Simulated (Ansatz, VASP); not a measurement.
Mo: VASP beside Ansatz

The input INCAR:

```
ALGO     = Normal         # electronic algorithm
EDIFF    = 1E-7           # SCF threshold, eV
ENCUT    = 520            # plane-wave cutoff, eV
GGA      = PE             # functional
ISIF     = 2              # what is computed and relaxed
ISMEAR   = -1             # smearing method
LASPH    = T              # aspherical terms in the spheres
LCHARG   = F              # write CHGCAR
LREAL    = F              # projectors in reciprocal space
LWAVE    = F              # write WAVECAR
NBANDS   = 28             # bands
NELM     = 80             # most SCF steps
PREC     = Accurate       # precision mode
SIGMA    = 0.08           # smearing width, eV
```

The input KPOINTS:

```
k-points
0
Gamma
  9 9 12
```

The input POSCAR:

```
Mo
1.0
    3.8373503500      0.0000000000      0.0000000000
   -1.9186751750      3.3232428863      0.0000000000
    0.0000000000      0.0000000000      2.2775234214
Mo
3
Direct
    0.0000000000      0.0000000000      0.0000000000
    0.3333333333      0.6666666667      0.5000000000
    0.6666666667      0.3333333333      0.5000000000
```

Input for Ansatz:

```yaml
crystal:
  lattice:
    - [3.83735035, 0.0, 0.0]
    - [-1.918675175, 3.3232428863, 0.0]
    - [0.0, 0.0, 2.2775234214]
  atoms:
    - { symbol: Mo, position: [0.0, 0.0, 0.0] }
    - { symbol: Mo, position: [0.3333333333, 0.6666666667, 0.5] }
    - { symbol: Mo, position: [0.6666666667, 0.3333333333, 0.5] }
kpoints:
  mp_grid: { grid: [9, 9, 12] }
scf:
  occupations: { method: fermi_dirac, width: 0.08 }
hamiltonian:
  xc: pbe
  pseudopotentials: { kind: all_electron, lapw: { basis_error: 0.001 } }
output:
  forces: true
  stress: true
  eigenvalues: true
  populations: true
```

Change from the starting cell: volume scaled by 0.6, LAPW.

Alike in both runs: task single point; functional PBE; k mesh 9 × 9 × 12; occupations fermi-dirac, width 0.08 eV; no spin polarisation.

```csv
,VASP,Ansatz
version,VASP 6.6.1,Ansatz 0.2.0
potentials or method,"VASP PAW PBE potentials, release 64 (Mo_sv), cutoff 520 eV","all-electron LAPW, scalar-relativistic"
```

|  | VASP | Ansatz | Ansatz less VASP |
| --- | --- | --- | --- |
| pressure (GPa) | 330.9 | 324.9 | -6.00 |
| traceless stress, the component that is largest in VASP (GPa) | -0.15 | -0.55 | -0.401 |

Both programs put the cell under a high pressure, so it lies far from rest at this level. Ansatz ran all-electron here, and VASP with PAW potentials.

Noted on VASP's run: the cell as given lies far from equilibrium.
